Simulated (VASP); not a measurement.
# GaH2N in VASP: single point with PBEsol

Aim: the single point of GaH2N with PBEsol.

Program: VASP 6.6.1. These are calculated values, not measurements. Logs are shortened: lines on timing, memory, paths and dates and some standing lists are left out, and cuts for length are marked.

## 1. The cell of the first run

The cell holds a wire with vacuum, 32 atoms: a = 17.600 Å, b = 17.200 Å, c = 4.503 Å, α = 90.00°, β = 90.00°, γ = 90.00°.

## 2. Single point, PBEsol

Input file INCAR:

```
SYSTEM = GaH2N
PREC     = Accurate       ! precision mode
ENCUT    = 520            ! plane-wave cutoff, eV
EDIFF    = 1E-6           ! SCF threshold, eV
ISMEAR   = 0              ! smearing method
SIGMA    = 0.05           ! smearing width, eV
LREAL    = Auto         
LASPH    = .True.         ! aspherical terms in the spheres
NELM     = 80             ! most SCF steps
ALGO     = Normal         ! electronic algorithm
ISIF     = 2              ! what is computed and relaxed
LWAVE    = .False.        ! write WAVECAR
LCHARG   = .False.        ! write CHGCAR
GGA      = PS             ! functional
NBANDS   = 102            ! bands
```

Input file KPOINTS:

```
Automatic mesh
0
Gamma
  1 1 7
  0 0 0
```

Input file POSCAR:

```
GaH2N
1.0
   17.6000000000      0.0000000000      0.0000000000
    0.0000000000     17.2000000000      0.0000000000
    0.0000000000      0.0000000000      4.5026087192
Ga N H
8 8 16
Direct
    0.3015123728      0.5000000000      0.0000000000
    0.5627371441      0.5000000000      0.0000000000
    0.5677408566      0.3687241337      0.4810335375
    0.5677408566      0.6312758663      0.5189664625
    0.4372628559      0.5000000000      0.5000000000
    0.6984876272      0.5000000000      0.5000000000
    0.4322591434      0.3687241337      0.0189664625
    0.4322591434      0.6312758663     -0.0189664625
    0.3751086275      0.5630795314      0.2384248639
    0.6248913725      0.5630795314      0.2615751361
    0.3751086275      0.4369204686      0.7615751361
    0.6248913725      0.4369204686      0.7384248639
    0.5000000000      0.3081852189      0.7500000000
    0.5000000000      0.5658591846      0.7500000000
    0.5000000000      0.4341408154      0.2500000000
    0.5000000000      0.6918147811      0.2500000000
    0.2597445690      0.5572162125      0.7836129055
    0.2597445690      0.4427837875      0.2163870945
    0.3409775362      0.5963167485      0.3747158843
    0.6590224638      0.5963167485      0.1252841157
    0.6151623809      0.3102573485      0.2866478069
    0.6151623809      0.6897426515      0.7133521931
    0.3409775362      0.4036832515      0.6252841157
    0.6590224638      0.4036832515      0.8747158843
    0.7402554310      0.5572162125      0.7163870945
    0.7402554310      0.4427837875      0.2836129055
    0.5335254520      0.2723936970      0.8773713883
    0.4664745480      0.2723936970      0.6226286117
    0.3848376191      0.3102573485      0.2133521931
    0.3848376191      0.6897426515      0.7866478069
    0.5335254520      0.7276063030      0.1226286117
    0.4664745480      0.7276063030      0.3773713883
```

Potentials or basis: VASP PAW PBE potentials, release 64 (Ga_d, N, H).

Started as:

```console
$ cat potpaw_PBE.64/Ga_d/POTCAR potpaw_PBE.64/N/POTCAR potpaw_PBE.64/H/POTCAR > POTCAR
$ mpirun -np 1 vasp_std > vasp.out
```

OUTCAR:

```text
SYSTEM = GaH2N
   PREC = Accurate
   ENCUT = 520
   EDIFF = 1E-6
   ISMEAR = 0
   LREAL = Auto
   LASPH = .True.
   NELM = 80
   ISIF = 2
   GGA = PS

 ion  position               nearest neighbor table
   1  0.302  0.500  0.000-  17 1.57  18 1.57   9 2.00  11 2.00
   2  0.563  0.500  0.000-  10 1.94  12 1.94  14 1.94  15 1.94
   3  0.568  0.369  0.481-  21 1.57  12 1.93  15 1.94  13 1.99
   4  0.568  0.631  0.519-  22 1.57  10 1.93  14 1.94  16 1.99
   5  0.437  0.500  0.500-   9 1.94  11 1.94  14 1.94  15 1.94
   6  0.698  0.500  0.500-  25 1.57  26 1.57  10 2.00  12 2.00
[... 8 lines left out ...]
  15  0.500  0.434  0.250-   2 1.94   5 1.94   3 1.94   7 1.94
  16  0.500  0.692  0.250-  31 1.03  32 1.03   4 1.99   8 1.99
  17  0.260  0.557  0.784-   1 1.57
  18  0.260  0.443  0.216-   1 1.57
  19  0.341  0.596  0.375-   9 1.03
  20  0.659  0.596  0.125-  10 1.03
  21  0.615  0.310  0.287-   3 1.57
  22  0.615  0.690  0.713-   4 1.57
[... 8 lines left out ...]
  31  0.534  0.728  0.123-  16 1.03
  32  0.466  0.728  0.377-  16 1.03

  LATTYP: Found a simple orthorhombic cell.
 ALAT       =     4.5026087192
 B/A-ratio  =     3.8200077050
 C/A-ratio  =     3.9088450935

  Lattice vectors:

 A1 = (   0.0000000000,   0.0000000000,  -4.5026087192)
 A2 = (   0.0000000000,  17.2000000000,   0.0000000000)
 A3 = (  17.6000000000,   0.0000000000,   0.0000000000)

Analysis of symmetry for initial positions (statically):
=====================================================================
 Subroutine PRICEL returns:
 Original cell was already a primitive cell.

 Routine SETGRP: Setting up the symmetry group for a
 simple orthorhombic supercell.

 Subroutine GETGRP returns: Found  4 space group operations
 (whereof  2 operations were pure point group operations)
 out of a pool of  8 trial point group operations.

The static configuration has the point symmetry C_2 .
 The point group associated with its full space group is D_2 .

Analysis of symmetry for dynamics (positions and initial velocities):
=====================================================================
 Subroutine PRICEL returns:
 Original cell was already a primitive cell.

 Routine SETGRP: Setting up the symmetry group for a
 simple orthorhombic supercell.

 Subroutine GETGRP returns: Found  4 space group operations
 (whereof  2 operations were pure point group operations)
 out of a pool of  8 trial point group operations.
[... 144 lines left out ...]
   NSW    =      0    number of steps for IOM
   IBRION =     -1    ionic relax: 0-MD 1-quasi-New 2-CG
   NFREE  =      0    steps in history (QN), initial steepest desc. (CG)
   ISIF   =      2    stress and relaxation
   ISYM   =      2    0-nonsym 1-usesym 2-fastsym
   POTIM  = 0.5000    time-step for ionic-motion
   TEBEG  =    0.0;   TEEND  =   0.0 temperature during run
   PSTRESS=    0.0 pullay stress
   NELECT =     160.0000    total number of electrons
   NUPDOWN=      -1.0000    fix difference up-down
   EMIN   =  10.00;   EMAX   =-10.00  energy-range for DOS
   EFERMI =   0.00;   METHOD = LEGACY
   ISMEAR =     0;   SIGMA  =   0.05  broadening in eV -4-tet -1-fermi 0-gaus
   EFERMI_NEDOS =   21; number of points for ismear=-14 and -15
   IALGO  =     38    algorithm
   IMIX   =      4    mixing-type and parameters
     AMIX     =   0.40;   BMIX     =  1.00
     AMIX_MAG =   1.60;   BMIX_MAG =  1.00
  volume/ion in A,a.u.               =      42.59       287.44
  Fermi-wavevector in a.u.,A,eV,Ry     =   0.801579  1.514765  8.742138  0.642529
  Thomas-Fermi vector in A             =   1.909093
   LORBIT       =      0    0 simple, 1 ext, 2 COOP (PROOUT), +10 PAW based schemes
   GGA     = PS    functional components
   LHFCALC =     F    Hartree Fock is set to
   AEXX    =    0.0000 exact exchange contribution
   IVDW    =     0    specifies the selected vdW correction
   LEPSILON=     F    determine dielectric tensor
   LRPA    =     F    only Hartree local field effects (RPA)
 non-spin polarized calculation
 Gauss-broadening in eV      SIGMA  =   0.05
  energy-cutoff  :      520.00
  volume of cell :     1363.03
 maximum number of plane-waves:     36745
 NGX is ok and might be reduce to   140
   NGX = 65   NGY = 63   NGZ = 17

 number of electron     160.0000008 magnetization

 Free energy of the ion-electron system (eV)
  ---------------------------------------------------
  ext. energy  EPLUGINS =         0.00000000
  ---------------------------------------------------
  free energy    TOTEN  =      -157.40372247 eV

  energy without entropy =     -157.40372247  energy(sigma->0) =     -157.40372247

 E-fermi :  -4.2465     XC(G=0):  -2.8234

 val. band max:       -4.4698710004   @ k =   0.0000   0.0000   0.0000
 cond. band min:      -0.2488377045   @ k =   0.0000   0.0000   0.0000
 fundamental gap:      4.2210332959
 Fermi energy:        -4.2464604046

 k-point     1 :       0.0000    0.0000    0.0000
  band No.  band energies     occupation
      1     -20.4755      2.00000
      2     -20.4555      2.00000
      3     -19.5804      2.00000
      4     -19.4087      2.00000
      5     -19.1476      2.00000
      6     -19.1383      2.00000
[... 369 lines left out ...]
     91       2.3943      0.00000
     92       2.4372      0.00000
 [bands above 92 left out]

------------------------ aborting loop because EDIFF is reached ----------------------------------------

  FORCE on cell =-STRESS in cart. coord.  units (eV):
  Direction    XX          YY          ZZ          XY          YZ          ZX
  --------------------------------------------------------------------------------------
  -------------------------------------------------------------------------------------
  Total       -0.4116283     -0.4723252     -0.4304556      0.0000000      0.0000000      0.0000000
  in kB       -0.4838497     -0.5551961     -0.5059803      0.0000000      0.0000000      0.0000000
  external PRESSURE =      -0.5150087 kB  Pullay stress =       0.0000000 kB

 VOLUME and BASIS-vectors are now :
 -----------------------------------------------------------------------------
  energy-cutoff  :      520.00
  volume of cell :     1363.03
      direct lattice vectors                 reciprocal lattice vectors
    17.600000000  0.000000000  0.000000000     0.056818182  0.000000000  0.000000000
     0.000000000 17.200000000  0.000000000     0.000000000  0.058139535  0.000000000
     0.000000000  0.000000000  4.502608719     0.000000000  0.000000000  0.222093471

 POSITION                                       TOTAL-FORCE (eV/Angst)
 -----------------------------------------------------------------------------------
      5.30662      8.60000      0.00000        -0.010514      0.000000      0.000000
      9.90417      8.60000      0.00000        -0.005071      0.000000      0.000000
      9.99224      6.34206      2.16591         0.008033     -0.002100     -0.010672
      9.99224     10.85794      2.33670         0.008033      0.002100      0.010672
      7.69583      8.60000      2.25130         0.005071      0.000000      0.000000
     12.29338      8.60000      2.25130         0.010514      0.000000      0.000000
[... 24 lines left out ...]
      9.39005     12.51483      0.55215         0.017396      0.007018     -0.016470
      8.20995     12.51483      1.69916        -0.017396      0.007018      0.016470
 -----------------------------------------------------------------------------------
    total drift:                               -0.000000     -0.000000      0.000000

  FREE ENERGIE OF THE ION-ELECTRON SYSTEM (eV)
  ---------------------------------------------------
  free  energy   TOTEN  =      -157.4037224712 eV

  energy  without entropy=     -157.4037224711  energy(sigma->0) =     -157.40372247
```

It took 23 min on 1 thread of Intel Xeon Platinum 8559C (Emerald Rapids), shared host; peak memory 1.3 GiB.

What came out:

| Quantity | Value |
| --- | --- |
| Free energy | -157.4037 eV |
| Largest force | 0.029 eV/Å |
| Band gap on the k mesh | 4.22 eV, direct |

Forces on the atoms (eV/Å):
```
Ga  -0.011  0.000  0.000
Ga  -0.005  0.000  0.000
Ga   0.008 -0.002 -0.011
Ga   0.008  0.002  0.011
Ga   0.005  0.000  0.000
Ga   0.011  0.000  0.000
Ga  -0.008 -0.002  0.011
Ga  -0.008  0.002 -0.011
N    0.021 -0.010 -0.014
N   -0.021 -0.010  0.014
N    0.021  0.010  0.014
N   -0.021  0.010 -0.014
N    0.000  0.015  0.000
N    0.000  0.005  0.000
N    0.000 -0.005  0.000
N    0.000 -0.015  0.000
H    0.012 -0.017  0.018
H    0.012  0.017 -0.018
H   -0.018  0.014  0.017
H    0.018  0.014 -0.017
H   -0.014  0.016  0.016
H   -0.014 -0.016 -0.016
H   -0.018 -0.014 -0.017
H    0.018 -0.014  0.017
H   -0.012 -0.017 -0.018
H   -0.012  0.017  0.018
H    0.017 -0.007  0.016
H   -0.017 -0.007 -0.016
H    0.014  0.016 -0.016
H    0.014 -0.016  0.016
H    0.017  0.007 -0.016
H   -0.017  0.007  0.016
```

Caveat: the PAW data sets were made with another functional, which shifts forces and pressure a little.
